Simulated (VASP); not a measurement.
# Os in VASP: notebook

The runs below take Os through single point, with PBE.

All numbers are computed with VASP 6.6.1; they aren't measurements. Logs are shortened: lines on timing, memory, paths and dates and some standing lists are left out, and cuts for length are marked.

### 1 The cell of the first run

The cell holds a sheet with vacuum, 1 atom: a = 2.422 Å, b = 2.422 Å, c = 23.800 Å, α = 90.00°, β = 90.00°, γ = 90.00°.

The cell was generated, and may not be a known phase.

### 2 Single point, PBE

INCAR

```
PREC = Accurate ; ENCUT = 520
EDIFF = 1E-6 ; ISMEAR = 0
SIGMA = 0.1 ; LREAL = False
LASPH = True ; NELM = 60
ALGO = Normal ; ISIF = 2
LWAVE = False ; LCHARG = False
LDIPOL = True ; IDIPOL = 3
DIPOL = 0.5 0.5 0.294 ; GGA = PE
NBANDS = 10
```

KPOINTS

```
regular mesh
0
Gamma
  22 22 1
```

POSCAR

```
Os
1.0
    2.4218565504      0.0000000000      0.0000000000
    0.0000000000      2.4218565504      0.0000000000
    0.0000000000      0.0000000000     23.8000000000
Os
1
Direct
    0.5000000000      0.5000000000      0.2941176471
```

Potentials or basis: VASP PAW PBE potentials, release 64 (Os).

Command:

```sh
cat potpaw_PBE.64/Os/POTCAR > POTCAR
mpirun -np 1 vasp_std > vasp.out
```

OUTCAR:

```text
PREC = Accurate
   ENCUT = 520
   EDIFF = 1E-6
   ISMEAR = 0
   LREAL = False
   LASPH = True
   NELM = 60
   ISIF = 2
   GGA = PE

 ion  position               nearest neighbor table
   1  0.500  0.500  0.294-

  LATTYP: Found a simple tetragonal cell.
 ALAT       =     2.4218565504
 C/A-ratio  =     9.8271716366

  Lattice vectors:

 A1 = (   2.4218565504,   0.0000000000,   0.0000000000)
 A2 = (   0.0000000000,   2.4218565504,   0.0000000000)
 A3 = (   0.0000000000,   0.0000000000,  23.8000000000)

Analysis of symmetry for initial positions (statically):
=====================================================================
 Subroutine PRICEL returns:
 Original cell was already a primitive cell.

 Routine SETGRP: Setting up the symmetry group for a
 simple tetragonal supercell.

 Subroutine GETGRP returns: Found 16 space group operations
 (whereof  8 operations were pure point group operations)
 out of a pool of 16 trial point group operations.

The static configuration has the point symmetry C_4v.
 The point group associated with its full space group is D_4h.

Analysis of symmetry for dynamics (positions and initial velocities):
=====================================================================
 Subroutine PRICEL returns:
 Original cell was already a primitive cell.

 Routine SETGRP: Setting up the symmetry group for a
 simple tetragonal supercell.

 Subroutine GETGRP returns: Found 16 space group operations
 (whereof  8 operations were pure point group operations)
 out of a pool of 16 trial point group operations.

The dynamic configuration has the point symmetry C_4v.
 The point group associated with its full space group is D_4h.

 Subroutine INISYM returns: Found 16 space group operations
 (whereof  8 operations are pure point group operations),
 and found     1 'primitive' translations

----------------------------------------------------------------------------------------

                                     Primitive cell

  volume of cell :     139.5963

  direct lattice vectors                    reciprocal lattice vectors
     2.421856550  0.000000000  0.000000000     0.412906371  0.000000000  0.000000000
     0.000000000  2.421856550  0.000000000     0.000000000  0.412906371  0.000000000
     0.000000000  0.000000000 23.800000000     0.000000000  0.000000000  0.042016807

  length of vectors
     2.421856550  2.421856550 23.800000000     0.412906371  0.412906371  0.042016807

  position of ions in fractional coordinates (direct lattice)
     0.500000000  0.500000000  0.294117647

  ion indices of the primitive-cell ions
   primitive index   ion index
                 1           1

----------------------------------------------------------------------------------------

 KPOINTS: regular mesh

Automatic generation of k-mesh.
 Grid dimensions read from file:
 generate k-points for:   22   22    1

 Generating k-lattice:

  Cartesian coordinates                     Fractional coordinates (reciprocal lattice)
     0.018768471  0.000000000  0.000000000     0.045454545  0.000000000  0.000000000
     0.000000000  0.018768471  0.000000000     0.000000000  0.045454545  0.000000000
     0.000000000  0.000000000  0.042016807     0.000000000  0.000000000  1.000000000

  Length of vectors
     0.018768471  0.018768471  0.042016807

  Shift w.r.t. Gamma in fractional coordinates (k-lattice)
     0.000000000  0.000000000  0.000000000

 Subroutine IBZKPT returns following result:
 ===========================================

 Found     78 irreducible k-points:

 Following reciprocal coordinates:
            Coordinates               Weight
  0.000000  0.000000  0.000000      1.000000
  0.045455  0.000000  0.000000      4.000000
  0.090909  0.000000  0.000000      4.000000
  0.136364  0.000000  0.000000      4.000000
  0.181818  0.000000  0.000000      4.000000
  0.227273  0.000000  0.000000      4.000000
[... 16 lines left out ...]
  0.500000  0.045455  0.000000      4.000000
  0.090909  0.090909  0.000000      4.000000
 [... further k-points ...]
   k-points           NKPTS =     78   k-points in BZ     NKDIM =     78   number of bands    NBANDS=     10
   number of dos      NEDOS =    301   number of ions     NIONS =      1
   total plane-waves  NPLWV =  58320
   dimension x,y,z NGX =    18 NGY =   18 NGZ =  180
   dimension x,y,z NGXF=    36 NGYF=   36 NGZF=  360
   ions per type =               1
   NGX,Y,Z   is equivalent  to a cutoff of  12.36, 12.36, 12.57 a.u.
   NGXF,Y,Z  is equivalent  to a cutoff of  24.71, 24.71, 25.15 a.u.
 SYSTEM =  unknown system
   PREC   = accura    normal or accurate (medium, high low for compatibility)
   ISTART =      0    job   : 0-new  1-cont  2-samecut
   ICHARG =      2    charge: 1-file 2-atom 10-const
   ISPIN  =      1    spin polarized calculation?
   LNONCOLLINEAR =      F non collinear calculations
   LSORBIT =      F    spin-orbit coupling
   LASPH  =      T    aspherical Exc in radial PAW
   ENCUT  =  520.0 eV  38.22 Ry    6.18 a.u.   4.50  4.50 44.25*2*pi/ulx,y,z
   NELM   =     60;   NELMIN=  2; NELMDL= -5     # of ELM steps
   EDIFF  = 0.1E-05   stopping-criterion for ELM
   LREAL  =      F    real-space projection
   EDIFFG = 0.1E-04   stopping-criterion for IOM
   NSW    =      0    number of steps for IOM
   IBRION =     -1    ionic relax: 0-MD 1-quasi-New 2-CG
   NFREE  =      0    steps in history (QN), initial steepest desc. (CG)
   ISIF   =      2    stress and relaxation
   ISYM   =      2    0-nonsym 1-usesym 2-fastsym
   POTIM  = 0.5000    time-step for ionic-motion
   TEBEG  =    0.0;   TEEND  =   0.0 temperature during run
   PSTRESS=    0.0 pullay stress
   NELECT =       8.0000    total number of electrons
   NUPDOWN=      -1.0000    fix difference up-down
   EMIN   =  10.00;   EMAX   =-10.00  energy-range for DOS
   EFERMI =   0.00;   METHOD = LEGACY
   ISMEAR =     0;   SIGMA  =   0.10  broadening in eV -4-tet -1-fermi 0-gaus
   EFERMI_NEDOS =   21; number of points for ismear=-14 and -15
   IALGO  =     38    algorithm
   IMIX   =      4    mixing-type and parameters
     AMIX     =   0.40;   BMIX     =  1.00
     AMIX_MAG =   1.60;   BMIX_MAG =  1.00
  volume/ion in A,a.u.               =     139.60       942.04
  Fermi-wavevector in a.u.,A,eV,Ry     =   0.631171  1.192740  5.420242  0.398377
  Thomas-Fermi vector in A             =   1.694054
   LORBIT       =      0    0 simple, 1 ext, 2 COOP (PROOUT), +10 PAW based schemes
   GGA     = PE    functional components
   LHFCALC =     F    Hartree Fock is set to
   AEXX    =    0.0000 exact exchange contribution
   IVDW    =     0    specifies the selected vdW correction
   LEPSILON=     F    determine dielectric tensor
   LRPA    =     F    only Hartree local field effects (RPA)
 non-spin polarized calculation
 Gauss-broadening in eV      SIGMA  =   0.10
  energy-cutoff  :      520.00
  volume of cell :      139.60
 maximum number of plane-waves:      3829
   NGX =  9   NGY =  9   NGZ = 89

 dipolmoment           0.000000      0.000000     -0.000009 electrons x Angstroem

 number of electron       7.9999999 magnetization

 dipolmoment           0.000000      0.000000      0.000005 electrons x Angstroem

 Free energy of the ion-electron system (eV)
  ---------------------------------------------------
  ext. energy  EPLUGINS =         0.00000000
  ---------------------------------------------------
  free energy    TOTEN  =        -8.55118217 eV

  energy without entropy =       -8.54301150  energy(sigma->0) =       -8.54709684

 E-fermi :  -4.2951     XC(G=0):  -2.2398

 val. band max:       -4.2957624876   @ k =   0.1818   0.1818   0.0000
 cond. band min:      -4.2815758733   @ k =   0.3636   0.0000   0.0000
 fundamental gap:      0.0141866143
 Fermi energy:        -4.2951163087

 k-point     1 :       0.0000    0.0000    0.0000
  band No.  band energies     occupation
      1     -12.3406      2.00000
      2     -10.7365      2.00000
      3      -6.9012      2.00000
      4      -3.4966      0.00000
      5      -2.6748      0.00000
      6      -2.6748      0.00000
      7      -0.8621      0.00000
      8       1.1854      0.00000
      9       1.5377      0.00000
     10       1.7149      0.00000

 k-point     2 :       0.0455    0.0000    0.0000
  band No.  band energies     occupation
      1     -12.2462      2.00000
      2     -10.6608      2.00000
      3      -6.8681      2.00000
      4      -3.8264      0.00000
      5      -2.6624      0.00000
      6      -2.4126      0.00000
      7      -0.9709      0.00000
      8       1.2362      0.00000
      9       1.5995      0.00000
     10       1.7670      0.00000

 k-point     3 :       0.0909    0.0000    0.0000
  band No.  band energies     occupation
      1     -11.9913      2.00000
      2     -10.4127      2.00000
      3      -6.7695      2.00000
      4      -4.4380      1.95671
      5      -2.6260      0.00000
      6      -1.9804      0.00000
      7      -1.2775      0.00000
      8       1.3884      0.00000
      9       1.7802      0.00000
     10       1.9234      0.00000

 k-point     4 :       0.1364    0.0000    0.0000
  band No.  band energies     occupation
      1     -11.6540      2.00000
      2      -9.9361      2.00000
      3      -6.6077      2.00000
      4      -5.1268      2.00000
      5      -2.5681      0.00000
      6      -1.7319      0.00000
      7      -1.5258      0.00000
      8       1.6414      0.00000
      9       2.0700      0.00000
     10       2.1840      0.00000

 k-point     5 :       0.1818    0.0000    0.0000
  band No.  band energies     occupation
      1     -11.3152      2.00000
      2      -9.1880      2.00000
      3      -6.3864      2.00000
      4      -5.8321      2.00000
      5      -2.4929      0.00000
      6      -2.2721      0.00000
      7      -1.0432      0.00000
      8       1.9944      0.00000
      9       2.4618      0.00000
     10       2.5488      0.00000

 k-point     6 :       0.2273    0.0000    0.0000
  band No.  band energies     occupation
      1     -11.0037      2.00000
      2      -8.1958      2.00000
      3      -6.5130      2.00000
      4      -6.1103      2.00000
      5      -2.8398      0.00000
      6      -2.4057      0.00000
      7      -0.5158      0.00000
      8       2.4459      0.00000
      9       2.9527      0.00000
     10       3.0176      0.00000
[... 183 lines left out ...]
 k-point    21 :       0.4091    0.0455    0.0000
  band No.  band energies     occupation
      1      -9.8948      2.00000
      2      -8.4171      2.00000
      3      -5.1748      2.00000
      4      -4.8489      2.00000
      5      -3.0092      0.00000
      6      -2.2847      0.00000
      7       2.2123      0.00000
      8       5.2021      0.00000
      9       5.6657      0.00000
     10       5.9055      0.00000

 k-point    22 :       0.4545    0.0455    0.0000
  band No.  band energies     occupation
      1      -9.7754      2.00000
      2      -8.6147      2.00000
      3      -5.2239      2.00000
      4      -4.7287      2.00000
      5      -2.3609      0.00000
      6      -2.2388      0.00000
      7       2.7874      0.00000
      8       5.1404      0.00000
      9       6.1532      0.00000
     10       6.5065      0.00000

 k-point    23 :       0.5000    0.0455    0.0000
  band No.  band energies     occupation
      1      -9.7339      2.00000
      2      -8.6812      2.00000
      3      -5.2643      2.00000
      4      -4.6683      2.00000
      5      -2.2229      0.00000
      6      -2.1207      0.00000
      7       3.0365      0.00000
      8       4.9995      0.00000
      9       6.4838      0.00000
     10       6.7233      0.00000

 k-point    24 :       0.0909    0.0909    0.0000
  band No.  band energies     occupation
      1     -11.5835      2.00000
      2     -10.1502      2.00000
      3      -6.6406      2.00000
      4      -4.7649      2.00000
      5      -3.1541      0.00000
      6      -1.7126      0.00000
      7      -1.3233      0.00000
      8       1.5919      0.00000
      9       2.0220      0.00000
     10       2.1323      0.00000

 [... further k-points ...]

------------------------ aborting loop because EDIFF is reached ----------------------------------------

 vacuum level on the upper side and lower side of the slab       (xc-potential included)        -0.009        -0.009

  FORCE on cell =-STRESS in cart. coord.  units (eV):
  Direction    XX          YY          ZZ          XY          YZ          ZX
  --------------------------------------------------------------------------------------
  -------------------------------------------------------------------------------------
  Total       -0.1070524     -0.1070524     -0.0116944      0.0000000      0.0000000      0.0000000
  in kB       -1.2286639     -1.2286639     -0.1342188      0.0000000      0.0000000      0.0000000
  external PRESSURE =      -0.8638488 kB  Pullay stress =       0.0000000 kB

 VOLUME and BASIS-vectors are now :
 -----------------------------------------------------------------------------
  energy-cutoff  :      520.00
  volume of cell :      139.60
      direct lattice vectors                 reciprocal lattice vectors
     2.421856550  0.000000000  0.000000000     0.412906371  0.000000000  0.000000000
     0.000000000  2.421856550  0.000000000     0.000000000  0.412906371  0.000000000
     0.000000000  0.000000000 23.800000000     0.000000000  0.000000000  0.042016807

 POSITION                                       TOTAL-FORCE (eV/Angst)
 -----------------------------------------------------------------------------------
      1.21093      1.21093      7.00000         0.000000      0.000000     -0.000000
 -----------------------------------------------------------------------------------
    total drift:                                0.000000      0.000000      0.000042

  FREE ENERGIE OF THE ION-ELECTRON SYSTEM (eV)
  ---------------------------------------------------
  free  energy   TOTEN  =        -8.5511821748 eV

  energy  without entropy=       -8.5430114991  energy(sigma->0) =       -8.54709684

 vacuum level on the upper side and lower side of the slab         1.550         1.550
```

Run time: 2.4 min. Hardware: 1 thread of Intel Xeon 8259CL, shared host; peak memory 0.3 GiB.

Results:

* Free energy: -8.5512 eV
* Band gap on the k mesh: zero (bands 4 and 5 overlap by 1.81 eV)

Caveat: spin-orbit coupling is left out, which moves the levels of the heavy elements.

### 3 Single point, PBE

This run uses another cell than the first one.

INCAR

```
SYSTEM = Os
PREC = Accurate
ENCUT = 520
EDIFF = 1E-7
ISMEAR = 0
SIGMA = 0.1
LREAL = .False.
LASPH = .True.
NELM = 100
ALGO = Normal
ISIF = 2
LWAVE = .False.
LCHARG = .False.
LDIPOL = .True.
IDIPOL = 3
DIPOL = 0.5 0.5 0.294
GGA = PE
NBANDS = 10
```

KPOINTS

```
Automatic mesh
0
Gamma
  22 22 1
  0 0 0
```

POSCAR

```
Os
1.0
    2.4258999070      0.0000000000      0.0000000000
    0.0000000000      2.4258999070      0.0000000000
    0.0000000000      0.0000000000     23.8000000000
Os
1
Direct
    0.5000000000      0.5000000000      0.2941176471
```

Potentials or basis: VASP PAW PBE potentials, release 64 (Os).

Command:

```sh
cat potpaw_PBE.64/Os/POTCAR > POTCAR
mpirun -np 1 vasp_std > vasp.out
```

Wall time 2.7 min (1 thread of Intel Xeon 8259CL, shared host); peak memory 0.3 GiB.

It converged, with:

* Free energy: -8.5506 eV
* Band gap on the k mesh: zero (bands 4 and 5 overlap by 1.79 eV)

Levels at points of the mesh, in eV from the Fermi level:
| k point | band 1 | band 2 | band 3 | band 4 | band 5 | band 6 | band 7 | band 8 |
| --- | --- | --- | --- | --- | --- | --- | --- | --- |
| (0.00, 0.00, 0.00) | -8.01 | -6.40 | -2.58 | 0.81 | 1.61 | 1.61 | 3.41 | 5.49 |
| (0.50, 0.00, 0.00) | -5.56 | -4.38 | -0.53 | -0.40 | 1.75 | 2.25 | 7.15 | 9.23 |
| (0.50, 0.50, 0.00) | -7.05 | -2.88 | -2.88 | 0.96 | 6.38 | 8.85 | 8.85 | 11.90 |

Caveat: spin-orbit coupling is left out, which moves the levels of the heavy elements.

### 4 Single point, PBE

INCAR

```
SYSTEM = Os
PREC     = Accurate       ! precision mode
ENCUT    = 520            ! plane-wave cutoff, eV
EDIFF    = 1E-7           ! SCF threshold, eV
ISMEAR   = 0              ! smearing method
SIGMA    = 0.1            ! smearing width, eV
LREAL    = .False.        ! projectors in reciprocal space
LASPH    = .True.         ! aspherical terms in the spheres
NELM     = 100            ! most SCF steps
ALGO     = Normal         ! electronic algorithm
ISIF     = 2              ! what is computed and relaxed
LWAVE    = .False.        ! write WAVECAR
LCHARG   = .True.         ! write CHGCAR
LDIPOL   = .True.       
IDIPOL   = 3            
DIPOL    = 0.5 0.5 0.294
GGA      = PE             ! functional
LELF     = .True.         ! ELF
LVHAR    = .True.       
LVACPOTAV= .True.       
NBANDS   = 10             ! bands
```

KPOINTS

```
regular mesh
0
Gamma
  22 22 1
  0 0 0
```

POSCAR

```
Os
1.0
    2.4218565504      0.0000000000      0.0000000000
    0.0000000000      2.4218565504      0.0000000000
    0.0000000000      0.0000000000     23.8000000000
Os
1
Direct
    0.5000000000      0.5000000000      0.2941176471
```

Command:

```sh
cat potpaw_PBE.64/Os/POTCAR > POTCAR
mpirun -np 1 vasp_std > vasp.out
```

Wall time 3.1 min (1 thread of Intel Xeon 8259CL, shared host); peak memory 0.3 GiB.

It converged, with:

- Free energy: -8.5512 eV
- Band gap on the k mesh: zero (bands 4 and 5 overlap by 1.81 eV)
- Work function of the upper face: 5.85 eV
- Work function of the lower face: 5.85 eV

Levels at points of the mesh, in eV from the Fermi level:
```
           k point  band 1  band 2  band 3  band 4  band 5  band 6  band 7  band 8
(0.00, 0.00, 0.00)   -8.05   -6.44   -2.61    0.80    1.62    1.62    3.43    5.49
(0.50, 0.00, 0.00)   -5.59   -4.41   -0.54   -0.40    1.75    2.27    7.16    9.28
(0.50, 0.50, 0.00)   -7.10   -2.90   -2.90    0.97    6.43    8.89    8.89   11.90
```

Caveat: spin-orbit coupling is left out, which moves the levels of the heavy elements.
